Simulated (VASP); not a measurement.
# GaN (F-43m) in VASP: further runs

GaN is run at these levels: BLYP+D3(BJ), BLYP, PBE+D3(BJ); tasks: single point.

All numbers are computed with VASP 6.6.1; they aren't measurements. Logs are shortened: lines on timing, memory, paths and dates and some standing lists are left out, and cuts for length are marked.

## Step 1: The cell of the first run

It takes space group F-43m (No. 216, cubic). The conventional cell has a = 4.507 Å, b = 4.507 Å, c = 4.507 Å, α = 90.00°, β = 90.00°, γ = 90.00°. Within 2.6 Å of Ga (site symmetry -43m) lie 4 N at 1.95 Å. N (site symmetry -43m) has 4 Ga at 1.95 Å within 2.6 Å.

## Step 2: Single point, BLYP+D3(BJ)

INCAR reads:

```
SYSTEM = GaN
PREC     = Accurate       ! precision mode
ENCUT    = 910            ! plane-wave cutoff, eV
EDIFF    = 1E-6           ! SCF threshold, eV
ISMEAR   = -1             ! smearing method
SIGMA    = 0.05           ! smearing width, eV
LREAL    = .FALSE.        ! projectors in reciprocal space
LASPH    = .TRUE.         ! aspherical terms in the spheres
NELM     = 120            ! most SCF steps
ALGO     = Normal         ! electronic algorithm
ISIF     = 2              ! what is computed and relaxed
LWAVE    = .FALSE.        ! write WAVECAR
LCHARG   = .FALSE.        ! write CHGCAR
GGA      = B5             ! functional
ALDAX    = 1.0          
AGGAX    = 1.0          
AGGAC    = 1.0          
ALDAC    = 0.0          
IVDW     = 12             ! dispersion correction
VDW_S6   = 1.0          
VDW_S8   = 2.6996       
VDW_A1   = 0.4298       
VDW_A2   = 4.2359       
NBANDS   = 16             ! bands
GGA_COMPAT= .FALSE.
```

KPOINTS reads:

```
Automatic mesh
0
G
  10 10 10
  0 0 0
```

POSCAR reads:

```
GaN
1.0
    0.0000000000      2.2535006075      2.2535006075
    2.2535006075      0.0000000000      2.2535006075
    2.2535006075      2.2535006075      0.0000000000
Ga N
1 1
Direct
    0.0000000000      0.0000000000      0.0000000000
    0.2500000000      0.2500000000      0.2500000000
```

Potentials or basis: VASP PAW PBE potentials, release 64 (Ga_d, N_h).

Started as:

```console
$ cat potpaw_PBE.64/Ga_d/POTCAR potpaw_PBE.64/N_h/POTCAR > POTCAR
$ mpirun -np 1 vasp_std > vasp.out
```

OUTCAR:

```text
SYSTEM = GaN
   PREC = Accurate
   ENCUT = 910
   EDIFF = 1E-6
   ISMEAR = -1
   LREAL = .FALSE.
   LASPH = .TRUE.
   NELM = 120
   ISIF = 2
   GGA = B5
   IVDW = 12
 IVDW          = 12

 ion  position               nearest neighbor table
   1  0.000  0.000  0.000-   2 1.95   2 1.95   2 1.95   2 1.95
   2  0.250  0.250  0.250-   1 1.95   1 1.95   1 1.95   1 1.95

  LATTYP: Found a face centered cubic cell.
 ALAT       =     4.5070012150

  Lattice vectors:

 A1 = (   0.0000000000,   2.2535006075,   2.2535006075)
 A2 = (   2.2535006075,   0.0000000000,   2.2535006075)
 A3 = (   2.2535006075,   2.2535006075,   0.0000000000)

Analysis of symmetry for initial positions (statically):
=====================================================================
 Subroutine PRICEL returns:
 Original cell was already a primitive cell.

 Routine SETGRP: Setting up the symmetry group for a
 face centered cubic supercell.

 Subroutine GETGRP returns: Found 24 space group operations
 (whereof 24 operations were pure point group operations)
 out of a pool of 48 trial point group operations.

The static configuration has the point symmetry T_d .

Analysis of symmetry for dynamics (positions and initial velocities):
=====================================================================
 Subroutine PRICEL returns:
 Original cell was already a primitive cell.

 Routine SETGRP: Setting up the symmetry group for a
 face centered cubic supercell.

 Subroutine GETGRP returns: Found 24 space group operations
 (whereof 24 operations were pure point group operations)
 out of a pool of 48 trial point group operations.

The dynamic configuration has the point symmetry T_d .

 Subroutine INISYM returns: Found 24 space group operations
 (whereof 24 operations are pure point group operations),
 and found     1 'primitive' translations

----------------------------------------------------------------------------------------

                                     Primitive cell

  volume of cell :      22.8877

  direct lattice vectors                    reciprocal lattice vectors
     0.000000000  2.253500607  2.253500607    -0.221877020  0.221877020  0.221877020
     2.253500607  0.000000000  2.253500607     0.221877020 -0.221877020  0.221877020
     2.253500607  2.253500607  0.000000000     0.221877020  0.221877020 -0.221877020

  length of vectors
     3.186931122  3.186931122  3.186931122     0.384302272  0.384302272  0.384302272

  position of ions in fractional coordinates (direct lattice)
     0.000000000  0.000000000  0.000000000
     0.250000000  0.250000000  0.250000000

  ion indices of the primitive-cell ions
   primitive index   ion index
                 1           1
                 2           2

----------------------------------------------------------------------------------------

 KPOINTS: Automatic mesh

Automatic generation of k-mesh.
 Grid dimensions read from file:
 generate k-points for:   10   10   10

 Generating k-lattice:

  Cartesian coordinates                     Fractional coordinates (reciprocal lattice)
    -0.022187702  0.022187702  0.022187702     0.100000000  0.000000000  0.000000000
     0.022187702 -0.022187702  0.022187702     0.000000000  0.100000000  0.000000000
     0.022187702  0.022187702 -0.022187702     0.000000000  0.000000000  0.100000000

  Length of vectors
     0.038430227  0.038430227  0.038430227

  Shift w.r.t. Gamma in fractional coordinates (k-lattice)
     0.000000000  0.000000000  0.000000000

 Subroutine IBZKPT returns following result:
 ===========================================

 Found     47 irreducible k-points:

 Following reciprocal coordinates:
            Coordinates               Weight
  0.000000  0.000000  0.000000      1.000000
  0.100000  0.000000  0.000000      8.000000
  0.200000  0.000000  0.000000      8.000000
  0.300000  0.000000  0.000000      8.000000
  0.400000  0.000000  0.000000      8.000000
  0.500000  0.000000  0.000000      4.000000
[... 16 lines left out ...]
  0.300000  0.300000  0.000000      6.000000
  0.400000  0.300000  0.000000     24.000000
 [... further k-points ...]
   k-points           NKPTS =     47   k-points in BZ     NKDIM =     47   number of bands    NBANDS=     16
   number of dos      NEDOS =    301   number of ions     NIONS =      2
   total plane-waves  NPLWV =  32768
   dimension x,y,z NGX =    32 NGY =   32 NGZ =   32
   dimension x,y,z NGXF=    64 NGYF=   64 NGZF=   64
   ions per type =               1   1
   NGX,Y,Z   is equivalent  to a cutoff of  16.69, 16.69, 16.69 a.u.
   NGXF,Y,Z  is equivalent  to a cutoff of  33.39, 33.39, 33.39 a.u.
 SYSTEM =  GaN
   PREC   = accura    normal or accurate (medium, high low for compatibility)
   ISTART =      0    job   : 0-new  1-cont  2-samecut
   ICHARG =      2    charge: 1-file 2-atom 10-const
   ISPIN  =      1    spin polarized calculation?
   LNONCOLLINEAR =      F non collinear calculations
   LSORBIT =      F    spin-orbit coupling
   LASPH  =      T    aspherical Exc in radial PAW
   ENCUT  =  910.0 eV  66.88 Ry    8.18 a.u.   7.84  7.84  7.84*2*pi/ulx,y,z
   NELM   =    120;   NELMIN=  2; NELMDL= -5     # of ELM steps
   EDIFF  = 0.1E-05   stopping-criterion for ELM
   LREAL  =      F    real-space projection
   EDIFFG = 0.1E-04   stopping-criterion for IOM
   NSW    =      0    number of steps for IOM
   IBRION =     -1    ionic relax: 0-MD 1-quasi-New 2-CG
   NFREE  =      0    steps in history (QN), initial steepest desc. (CG)
   ISIF   =      2    stress and relaxation
   ISYM   =      2    0-nonsym 1-usesym 2-fastsym
   POTIM  = 0.5000    time-step for ionic-motion
   TEBEG  =    0.0;   TEEND  =   0.0 temperature during run
   PSTRESS=    0.0 pullay stress
   NELECT =      18.0000    total number of electrons
   NUPDOWN=      -1.0000    fix difference up-down
   EMIN   =  10.00;   EMAX   =-10.00  energy-range for DOS
   EFERMI =   0.00;   METHOD = LEGACY
   ISMEAR =    -1;   SIGMA  =   0.05  broadening in eV -4-tet -1-fermi 0-gaus
   EFERMI_NEDOS =   21; number of points for ismear=-14 and -15
   IALGO  =     38    algorithm
   IMIX   =      4    mixing-type and parameters
     AMIX     =   0.40;   BMIX     =  1.00
     AMIX_MAG =   1.60;   BMIX_MAG =  1.00
  volume/ion in A,a.u.               =      11.44        77.23
  Fermi-wavevector in a.u.,A,eV,Ry     =   1.511117  2.855596 31.068543  2.283473
  Thomas-Fermi vector in A             =   2.621216
   LORBIT       =      0    0 simple, 1 ext, 2 COOP (PROOUT), +10 PAW based schemes
   GGA     = B5    functional components
   LHFCALC =     F    Hartree Fock is set to
   AEXX    =    0.0000 exact exchange contribution
   IVDW    =    12    specifies the selected vdW correction
   LEPSILON=     F    determine dielectric tensor
   LRPA    =     F    only Hartree local field effects (RPA)
 non-spin polarized calculation
  energy-cutoff  :      910.00
  volume of cell :       22.89
 maximum number of plane-waves:      1458
   NGX = 15   NGY = 15   NGZ = 15

 number of electron      18.0000003 magnetization

 Free energy of the ion-electron system (eV)
  ---------------------------------------------------
  ext. energy  EPLUGINS =         0.00000000
  ---------------------------------------------------
  free energy    TOTEN  =       -10.97564050 eV

  energy without entropy =      -10.97564050  energy(sigma->0) =      -10.97564050

 E-fermi :   6.9194     XC(G=0): -11.1170

 val. band max:        5.9800666841   @ k =   0.0000   0.0000   0.0000
 cond. band min:       7.7945467422   @ k =   0.0000   0.0000   0.0000
 fundamental gap:      1.8144800582
 Fermi energy:         6.9193644708

 k-point     1 :       0.0000    0.0000    0.0000
  band No.  band energies     occupation
      1      -9.8688      2.00000
      2      -7.5662      2.00000
      3      -7.5662      2.00000
      4      -7.5662      2.00000
      5      -7.2518      2.00000
      6      -7.2518      2.00000
[... 8 lines left out ...]
     15      25.0779      0.00000
     16      25.0779      0.00000

 k-point     2 :       0.1000    0.0000    0.0000
  band No.  band energies     occupation
      1      -9.7626      2.00000
      2      -7.5528      2.00000
      3      -7.5528      2.00000
      4      -7.5237      2.00000
      5      -7.2531      2.00000
      6      -7.2531      2.00000
[... 8 lines left out ...]
     15      23.7581      0.00000
     16      23.8423      0.00000

 k-point     3 :       0.2000    0.0000    0.0000
  band No.  band energies     occupation
      1      -9.5001      2.00000
      2      -7.5216      2.00000
      3      -7.5216      2.00000
      4      -7.3473      2.00000
      5      -7.2517      2.00000
      6      -7.2517      2.00000
[... 8 lines left out ...]
     15      22.9878      0.00000
     16      22.9878      0.00000

 k-point     4 :       0.3000    0.0000    0.0000
  band No.  band energies     occupation
      1      -9.2336      2.00000
      2      -7.4939      2.00000
      3      -7.4939      2.00000
      4      -7.2382      2.00000
      5      -7.2382      2.00000
      6      -6.9268      2.00000
[... 8 lines left out ...]
     15      23.4370      0.00000
     16      23.4370      0.00000

 k-point     5 :       0.4000    0.0000    0.0000
  band No.  band energies     occupation
      1      -9.0835      2.00000
      2      -7.4819      2.00000
      3      -7.4819      2.00000
      4      -7.2160      2.00000
      5      -7.2160      2.00000
      6      -6.3012      2.00000
[... 8 lines left out ...]
     15      24.7884      0.00000
     16      24.7884      0.00000

 k-point     6 :       0.5000    0.0000    0.0000
  band No.  band energies     occupation
      1      -9.0419      2.00000
      2      -7.4797      2.00000
      3      -7.4797      2.00000
      4      -7.2049      2.00000
      5      -7.2049      2.00000
      6      -5.9397      2.00000
[... 8 lines left out ...]
     15      25.7610      0.00000
     16      25.7610      0.00000
[... 267 lines left out ...]
 k-point    21 :      -0.3000    0.2000    0.0000
  band No.  band energies     occupation
      1      -9.0200      2.00000
      2      -7.4697      2.00000
      3      -7.4272      2.00000
      4      -7.2579      2.00000
      5      -7.2531      2.00000
      6      -6.1692      2.00000
[... 8 lines left out ...]
     15      23.4041      0.00000
     16      26.8405      0.00000

 k-point    22 :      -0.2000    0.2000    0.0000
  band No.  band energies     occupation
      1      -9.1517      2.00000
      2      -7.4772      2.00000
      3      -7.4636      2.00000
      4      -7.2733      2.00000
      5      -7.2604      2.00000
      6      -6.7483      2.00000
[... 8 lines left out ...]
     15      23.4920      0.00000
     16      26.7599      0.00000

 k-point    23 :       0.3000    0.3000    0.0000
  band No.  band energies     occupation
      1      -9.0752      2.00000
      2      -7.4150      2.00000
      3      -7.3788      2.00000
      4      -7.3788      2.00000
      5      -7.2020      2.00000
      6      -6.7244      2.00000
[... 8 lines left out ...]
     15      28.1488      0.00000
     16      28.6533      0.00000

 k-point    24 :       0.4000    0.3000    0.0000
  band No.  band energies     occupation
      1      -8.9779      2.00000
      2      -7.4345      2.00000
      3      -7.3446      2.00000
      4      -7.3445      2.00000
      5      -7.1919      2.00000
      6      -6.2536      2.00000
[... 8 lines left out ...]
     15      28.4870      0.00000
     16      28.5343      0.00000

 [... further k-points ...]

------------------------ aborting loop because EDIFF is reached ----------------------------------------

 Edisp (eV)   -1.12026

 E8    (eV) :    -0.7954

  FORCE on cell =-STRESS in cart. coord.  units (eV):
  Direction    XX          YY          ZZ          XY          YZ          ZX
  --------------------------------------------------------------------------------------
  -------------------------------------------------------------------------------------
  Total       0.53553     0.53553     0.53553     0.00000    -0.00000     0.00000
  in kB      37.48782    37.48782    37.48782     0.00000    -0.00000     0.00000
  external pressure =       37.49 kB  Pullay stress =        0.00 kB

 VOLUME and BASIS-vectors are now :
 -----------------------------------------------------------------------------
  energy-cutoff  :      910.00
  volume of cell :       22.89
      direct lattice vectors                 reciprocal lattice vectors
     0.000000000  2.253500607  2.253500607    -0.221877020  0.221877020  0.221877020
     2.253500607  0.000000000  2.253500607     0.221877020 -0.221877020  0.221877020
     2.253500607  2.253500607  0.000000000     0.221877020  0.221877020 -0.221877020

 POSITION                                       TOTAL-FORCE (eV/Angst)
 -----------------------------------------------------------------------------------
      0.00000      0.00000      0.00000         0.000000      0.000000     -0.000000
      1.12675      1.12675      1.12675        -0.000000     -0.000000      0.000000
 -----------------------------------------------------------------------------------
    total drift:                                0.000000      0.000000      0.000000

  FREE ENERGIE OF THE ION-ELECTRON SYSTEM (eV)
  ---------------------------------------------------
  free  energy   TOTEN  =       -12.0959005829 eV

  energy  without entropy=      -12.0959005828  energy(sigma->0) =      -12.09590058
```

Wall time 52 s (1 thread of Intel Xeon Platinum 8375C at 2.90GHz (Ice Lake), shared host); peak memory 0.21 GiB.

What came out:

* Free energy: -12.0959 eV
* Pressure: 3.7 GPa
* Band gap on the k mesh: 1.81 eV, direct
* Dispersion energy per atom: -0.560 eV

Caveat: the cutoff is under 1.25 times the usual one of these potentials, so pressure, stress and relaxed cells hold a basis-set (Pulay) error; the PAW data sets were made with another functional, which shifts forces and pressure a little. A hybrid or GW would open this gap; BLYP tends to underestimate it.

## Step 3: Single point, BLYP

This run uses another cell than the first one, of 11.90 Å³/atom, 1.040 times its volume.

INCAR reads:

```
PREC = Accurate
ENCUT = 520
EDIFF = 1E-6
ISMEAR = -1
SIGMA = 0.05
LREAL = False
LASPH = True
NELM = 100
ALGO = Normal
ISIF = 2
LWAVE = False
LCHARG = False
GGA = B5
ALDAX = 1.0
AGGAX = 1.0
AGGAC = 1.0
ALDAC = 0.0
NBANDS = 16
```

KPOINTS reads:

```
Automatic mesh
0
Gamma
  10 10 10
```

POSCAR reads:

```
GaN
1.0
    0.0000000000      2.2831553320      2.2831553320
    2.2831553320      0.0000000000      2.2831553320
    2.2831553320      2.2831553320      0.0000000000
Ga N
1 1
Direct
    0.0000000000      0.0000000000      0.0000000000
    0.2500000000      0.2500000000      0.2500000000
```

Potentials or basis: VASP PAW PBE potentials, release 64 (Ga_d, N).

Started as:

```console
$ cat potpaw_PBE.64/Ga_d/POTCAR potpaw_PBE.64/N/POTCAR > POTCAR
$ mpirun -np 1 vasp_std > vasp.out
```

Run time: 20 s. Hardware: 1 thread of Intel Xeon 6975P-C, shared host; peak memory 0.15 GiB.

The run converged. Its results:

| Property | Result |
| --- | --- |
| Free energy | -11.0079 eV |
| Pressure | 4.6 GPa |
| Band gap on the k mesh | 1.55 eV, direct |

Levels at points of the mesh, in eV from the valence-band top:
| k point | band 6 | band 7 | band 8 | band 9 | band 10 | band 11 | band 12 | band 13 |
| --- | --- | --- | --- | --- | --- | --- | --- | --- |
| (0.00, 0.00, 0.00) | -13.24 | 0.00 | 0.00 | 0.00 | 1.55 | 10.06 | 10.06 | 10.06 |
| (0.50, 0.00, 0.00) | -11.92 | -6.71 | -0.91 | -0.91 | 4.39 | 8.66 | 10.22 | 10.22 |
| (0.50, 0.50, 0.00) | -11.47 | -5.94 | -2.54 | -2.54 | 3.58 | 6.43 | 11.59 | 13.51 |

Caveat: the PAW data sets were made with another functional, which shifts forces and pressure a little.

[end of part 1 of 2]
